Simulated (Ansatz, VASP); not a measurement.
One calculation of Zn3Pd, two programs

File INCAR:

```
PREC = Accurate
ENCUT = 540
EDIFF = 1E-6
ISMEAR = 0
SIGMA = 0.1
LREAL = F
LASPH = T
NELM = 120
ALGO = Normal
ISIF = 2
LWAVE = F
LCHARG = F
GGA = CA
NBANDS = 35
GGA_COMPAT = F
```

File KPOINTS:

```
Automatic mesh
0
Gamma
  16 16 16
```

File POSCAR:

```
Zn3Pd
1.0
   -1.8251176442      1.8251176442      3.9574481544
    1.8251176442     -1.8251176442      3.9574481544
    1.8251176442      1.8251176442     -3.9574481544
Zn Pd
3 1
Direct
    0.7500000000      0.2500000000      0.5000000000
    0.2500000000      0.7500000000      0.5000000000
    0.5000000000      0.5000000000      0.0000000000
    0.0000000000      0.0000000000      0.0000000000
```

Input for Ansatz:

```yaml
crystal:
  lattice:
    - [-1.8251176442, 1.8251176442, 3.9574481544]
    - [1.8251176442, -1.8251176442, 3.9574481544]
    - [1.8251176442, 1.8251176442, -3.9574481544]
  atoms:
    - { symbol: Zn, position: [0.75, 0.25, 0.5] }
    - { symbol: Zn, position: [0.25, 0.75, 0.5] }
    - { symbol: Zn, position: [0.5, 0.5, 0.0] }
    - { symbol: Pd, position: [0.0, 0.0, 0.0] }
kpoints:
  mp_grid: { grid: [16, 16, 16] }
hamiltonian:
  xc: lda
scf:
  occupations: { method: gaussian, width: 0.1 }
  convergence: { dr2_threshold: 1.0e-08 }
output:
  forces: true
  eigenvalues: true
  stress: true
```

Alike in both runs: task single point; functional LDA; k mesh 16 × 16 × 16; occupations gaussian, width 0.1 eV; no spin polarisation.

|  | VASP | Ansatz |
| --- | --- | --- |
| version | VASP 6.6.1 | Ansatz 0.2.0 |
| potentials or method | VASP PAW LDA potentials, release 64 (Zn, Pd_sv_GW) | scalar-relativistic, plane waves, PAW |
| plane-wave cutoff (eV) | 540 | 420 |
| valence electrons in the cell | 54 | 54 |

VASP gave:

* gap on the k mesh at the Fermi level (eV): none
* pressure (GPa): -0.1

Question: Which values does Ansatz return?

Answer: gap on the k mesh at the Fermi level (eV): none; pressure (GPa): 0.0.

LDA's correlation is that of Perdew and Zunger in VASP and of Perdew and Wang (1992) in Ansatz. A gap of «none» marks a metal or a gap that the smearing closes. Ansatz's warnings: stress scf threshold loose.
